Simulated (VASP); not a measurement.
Wanted: the native input for a VASP 6.6.1 run.

- Task: single point
- Functional: PBEsol
- Potentials or basis: VASP PAW PBE potentials, release 64 (Ga_d, P)
- Cutoff: 520 eV
- k mesh: 8 × 8 × 8
- Occupations: gaussian, width 0.05 eV
- Spin: no spin polarisation
- Dipole correction: no
- Further INCAR settings: ALGO = Normal; EDIFF = 1e-06; NBANDS = 16

The structure of GaP lies in POSCAR:

```
GaP
1.0
    0.0000000000      2.7252500000      2.9432700000
    2.7252500000      0.0000000000      2.9432700000
    2.7252500000      2.7252500000      0.0000000000
Ga P
1 1
Direct
    0.0000000000      0.0000000000      0.0000000000
    0.7500000000      0.7500000000      0.7500000000
```

This cell differs from its parent crystal: strain +0.000 along x and y, +0.080 along z.

The input as run:

INCAR

```
PREC = Accurate
ENCUT = 520
EDIFF = 1E-6
ISMEAR = 0
SIGMA = 0.05
LREAL = F
LASPH = T
NELM = 60
ALGO = Normal
ISIF = 2
LWAVE = F
LCHARG = F
GGA = PS
NBANDS = 16
```

KPOINTS

```
regular mesh
0
Gamma
  8 8 8
```

Potentials or basis: VASP PAW PBE potentials, release 64 (Ga_d, P).

Command:

```sh
$ cat potpaw_PBE.64/Ga_d/POTCAR potpaw_PBE.64/P/POTCAR > POTCAR
$ mpirun -np 1 vasp_std > vasp.out
```

Results of the run:

```yaml
Pressure: -6.0 GPa
Band_gap_on_the_k_mesh: 0.93 eV
```

Caveat: the cell differs from its parent crystal (strain +0.000 along x and y, +0.080 along z); the stress differs along the axes, from -10 to -4 GPa; the PAW data sets were made with another functional, which shifts forces and pressure a little.

It took 48 s on 1 thread of Intel(R) Xeon(R) Platinum 8259CL CPU @ 2.50GHz (Skylake/Cascade Lake), on a shared host, peak memory 0.19 GiB.
